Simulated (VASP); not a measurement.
# Pt (Fm-3m) in VASP: a series of runs, part 2 of 2

VASP 6.6.1. The steps go on from the part before.

## (3) Single point, PBE

INCAR

```
PREC = Accurate
ENCUT = 520
EDIFF = 1E-7
ISMEAR = 1
SIGMA = 0.6
LREAL = False
LASPH = True
NELM = 80
ALGO = Normal
ISIF = 2
LWAVE = False
LCHARG = False
GGA = PE
NBANDS = 11
```

KPOINTS

```
Automatic mesh
0
Gamma
  14 14 14
```

POSCAR

```
Pt
1.0
    0.0000000000      1.9857786488      1.9857786488
    1.9857786488      0.0000000000      1.9857786488
    1.9857786488      1.9857786488      0.0000000000
Pt
1
Direct
    0.0000000000      0.0000000000      0.0000000000
```

Potentials or basis: VASP PAW PBE potentials, release 64 (Pt).

On the command line:

```
$ cat potpaw_PBE.64/Pt/POTCAR > POTCAR
$ mpirun -np 1 vasp_std > vasp.out
```

It took 8 s on 1 thread of Intel Xeon 6975P-C, shared host; peak memory 0.15 GiB.

Results (log left out):

| Item | Value |
| --- | --- |
| Free energy | -6.1217 eV |
| Pressure | -0.6 GPa |
| Band gap on the k mesh | zero (band 5 reaches 11.01 eV, above the bottom of band 6 at 8.92 eV) |

Levels at points of the mesh, in eV from the Fermi level:
| k point | band 3 | band 4 | band 5 | band 6 | band 7 | band 8 |
| --- | --- | --- | --- | --- | --- | --- |
| (0.00, 0.00, 0.00) | -3.57 | -3.57 | -1.55 | -1.55 | 14.73 | 19.48 |
| (0.50, 0.00, 0.00) | -3.63 | -0.33 | 0.02 | 0.02 | 5.55 | 14.28 |
| (0.50, 0.50, 0.00) | -0.02 | 0.44 | 0.44 | 1.84 | 8.47 | 11.26 |

Caveat: spin-orbit coupling is left out, which moves the levels of the heavy elements.

## (4) Single point, PBE

INCAR

```
SYSTEM = Pt
PREC = Accurate
ENCUT = 520
EDIFF = 1E-7
ISMEAR = -1
SIGMA = 0.1
LREAL = .FALSE.
LASPH = .TRUE.
NELM = 60
ALGO = Normal
ISIF = 2
LWAVE = .FALSE.
LCHARG = .FALSE.
GGA = PE
NBANDS = 11
```

KPOINTS

```
Automatic mesh
0
G
  20 20 20
  0 0 0
```

POSCAR is that of step 3.

On the command line:

```
$ cat potpaw_PBE.64/Pt/POTCAR > POTCAR
$ mpirun -np 1 vasp_std > vasp.out
```

It took 15 s on 1 thread of Intel Xeon 6975P-C, shared host; peak memory 0.17 GiB.

The run converged. Its results:

- Free energy: -6.1288 eV
- Pressure: -0.4 GPa
- Band gap on the k mesh: zero (band 5 reaches 11.01 eV, above the bottom of band 6 at 8.92 eV)

Levels at points of the mesh, in eV from the Fermi level:
| k point | band 3 | band 4 | band 5 | band 6 | band 7 | band 8 |
| --- | --- | --- | --- | --- | --- | --- |
| (0.00, 0.00, 0.00) | -3.57 | -3.57 | -1.55 | -1.55 | 14.73 | 19.48 |
| (0.50, 0.00, 0.00) | -3.63 | -0.33 | 0.02 | 0.02 | 5.55 | 14.28 |
| (0.50, 0.50, 0.00) | -0.01 | 0.44 | 0.44 | 1.84 | 8.47 | 11.26 |

Caveat: spin-orbit coupling is left out, which moves the levels of the heavy elements.

## (5) Single point, PBE

INCAR

```
SYSTEM = Pt
PREC = Accurate
ENCUT = 520
EDIFF = 1E-6
ISMEAR = -1
SIGMA = 0.1
LREAL = .False.
LASPH = .True.
NELM = 100
ALGO = Normal
ISIF = 2
LWAVE = .False.
LCHARG = .False.
GGA = PE
NBANDS = 11
```

KPOINTS

```
Automatic mesh
0
Gamma
  22 22 22
  0 0 0
```

POSCAR is that of step 4.

Potentials or basis: VASP PAW PBE potentials, release 64 (Pt).

On the command line:

```
$ cat potpaw_PBE.64/Pt/POTCAR > POTCAR
$ mpirun -np 1 vasp_std > vasp.out
```

OUTCAR:

```text
SYSTEM = Pt
   PREC = Accurate
   ENCUT = 520
   EDIFF = 1E-6
   ISMEAR = -1
   LREAL = .False.
   LASPH = .True.
   NELM = 100
   ISIF = 2
   GGA = PE

 ion  position               nearest neighbor table
   1  0.000  0.000  0.000-

  LATTYP: Found a face centered cubic cell.
 ALAT       =     3.9715572976

  Lattice vectors:

 A1 = (   0.0000000000,   1.9857786488,   1.9857786488)
 A2 = (   1.9857786488,   0.0000000000,   1.9857786488)
 A3 = (   1.9857786488,   1.9857786488,   0.0000000000)

Analysis of symmetry for initial positions (statically):
[... 507 lines left out ...]
      6      11.2043      0.00321
      7      16.3392      0.00000
      8      24.9948      0.00000
      9      28.9738      0.00000
     10      29.4187      0.00000
     11      37.9773      0.00000

 [... further k-points ...]
[... 5 lines left out ...]
  --------------------------------------------------------------------------------------
  -------------------------------------------------------------------------------------
  Total       -0.0393287     -0.0393287     -0.0393287      0.0000000      0.0000000      0.0000000
  in kB       -4.0234446     -4.0234446     -4.0234446      0.0000000      0.0000000      0.0000000
  external PRESSURE =      -4.0234446 kB  Pullay stress =       0.0000000 kB

 VOLUME and BASIS-vectors are now :
 -----------------------------------------------------------------------------
  energy-cutoff  :      520.00
  volume of cell :       15.66
      direct lattice vectors                 reciprocal lattice vectors
     0.000000000  1.985778649  1.985778649    -0.251790400  0.251790400  0.251790400
     1.985778649  0.000000000  1.985778649     0.251790400 -0.251790400  0.251790400
     1.985778649  1.985778649  0.000000000     0.251790400  0.251790400 -0.251790400

 POSITION                                       TOTAL-FORCE (eV/Angst)
 -----------------------------------------------------------------------------------
      0.00000      0.00000      0.00000        -0.000000     -0.000000     -0.000000
 -----------------------------------------------------------------------------------
    total drift:                               -0.000000     -0.000000     -0.000000

  FREE ENERGIE OF THE ION-ELECTRON SYSTEM (eV)
  ---------------------------------------------------
  free  energy   TOTEN  =        -6.1296288522 eV

  energy  without entropy=       -6.0733199308  energy(sigma->0) =       -6.10147439
```

stdout:

```text
POSCAR found type information on POSCAR Pt
 POSCAR found :  1 types and       1 ions
 scaLAPACK will be used
 LDA part: xc-table for (Slater+PW92), standard interpolation
 POSCAR, INCAR and KPOINTS ok, starting setup
 FFT: planning ... GRIDC
 FFT: planning ... GRID_SOFT
 FFT: planning ... GRID
 WAVECAR not read
 entering main loop
```

Run time: 20 s. Hardware: 1 thread of Intel Xeon 6975P-C, shared host; peak memory 0.19 GiB.

Results:

| Property | Result |
| --- | --- |
| Free energy | -6.1296 eV |
| Pressure | -0.4 GPa |
| Band gap on the k mesh | zero (band 5 reaches 11.01 eV, above the bottom of band 6 at 8.92 eV) |

Levels at points of the mesh, in eV from the Fermi level:
```csv
k point,band 3,band 4,band 5,band 6,band 7,band 8
"(0.00, 0.00, 0.00)",-3.57,-3.57,-1.54,-1.54,14.73,19.48
"(0.50, 0.00, 0.00)",-3.63,-0.33,0.02,0.02,5.55,14.29
"(0.50, 0.50, 0.00)",-0.01,0.45,0.45,1.85,8.47,11.27
```

Caveat: spin-orbit coupling is left out, which moves the levels of the heavy elements.

## (6) Single point, PBE (volume scaled by 0.88)

INCAR

```
PREC = Accurate ; ENCUT = 520
EDIFF = 1E-6 ; ISMEAR = -1
SIGMA = 0.1 ; LREAL = False
LASPH = True ; NELM = 80
ALGO = Normal ; ISIF = 2
LWAVE = False ; LCHARG = False
GGA = PE ; NBANDS = 11
```

KPOINTS

```
Automatic mesh
0
Gamma
  22 22 22
```

POSCAR

```
Pt
1.0
    0.0000000000      1.9029398781      1.9029398781
    1.9029398781      0.0000000000      1.9029398781
    1.9029398781      1.9029398781      0.0000000000
Pt
1
Direct
    0.0000000000      0.0000000000      0.0000000000
```

Potentials or basis: VASP PAW PBE potentials, release 64 (Pt).

On the command line:

```
$ cat potpaw_PBE.64/Pt/POTCAR > POTCAR
$ mpirun -np 1 vasp_std > vasp.out
```

It took 61 s on 1 thread of AMD EPYC 7R13, shared host; peak memory 0.14 GiB.

The run converged. Its results:

```yaml
Free_energy: -5.9053 eV
Pressure: 44.0 GPa
Band_gap_on_the_k_mesh: zero (band 5 reaches 13.70 eV, above the bottom of band 6 at 11.07 eV)
```

Levels at points of the mesh, in eV from the Fermi level:
| k point | band 1 | band 2 | band 3 | band 4 | band 5 | band 6 | band 7 | band 8 | band 9 | band 10 |
| --- | --- | --- | --- | --- | --- | --- | --- | --- | --- | --- |
| (0.00, 0.00, 0.00) | -11.29 | -4.39 | -4.39 | -4.39 | -1.89 | -1.89 | 14.31 | 19.80 | 19.80 | 19.80 |
| (0.50, 0.00, 0.00) | -8.34 | -4.48 | -4.48 | -0.86 | 0.05 | 0.05 | 6.57 | 13.91 | 19.56 | 19.56 |
| (0.50, 0.50, 0.00) | -8.16 | -7.64 | 0.02 | 0.59 | 0.59 | 1.60 | 9.92 | 11.66 | 11.66 | 21.27 |

Caveat: spin-orbit coupling is left out, which moves the levels of the heavy elements.

## (7) Summary

```csv
cell,k mesh,smearing,gap on the mesh (eV),pressure (GPa)
"a = 2.808 Å, angles 60.0°, 1 atom",14 × 14 × 14,methfessel-paxton 0.3 eV,none,-0.8
"a = 2.808 Å, angles 60.0°, 1 atom",14 × 14 × 14,methfessel-paxton 0.6 eV,none,-0.6
"a = 2.808 Å, angles 60.0°, 1 atom",20 × 20 × 20,fermi-dirac 0.1 eV,none,-0.4
"a = 2.808 Å, angles 60.0°, 1 atom",22 × 22 × 22,fermi-dirac 0.1 eV,none,-0.4
"a = 2.691 Å, angles 60.0°, 1 atom",22 × 22 × 22,fermi-dirac 0.1 eV,none,44.0
```

Alike in all rows: task single point; level PBE; potentials or basis VASP PAW PBE potentials, release 64 (Pt); no spin polarisation; cutoff (eV) 520.

Every run on the cell as given and a fine mesh finds a metal.

Caveats: spin-orbit coupling is left out, which moves the levels of the heavy elements.

Total energies depend on the potentials used, so only differences within one code and one set of settings carry meaning.
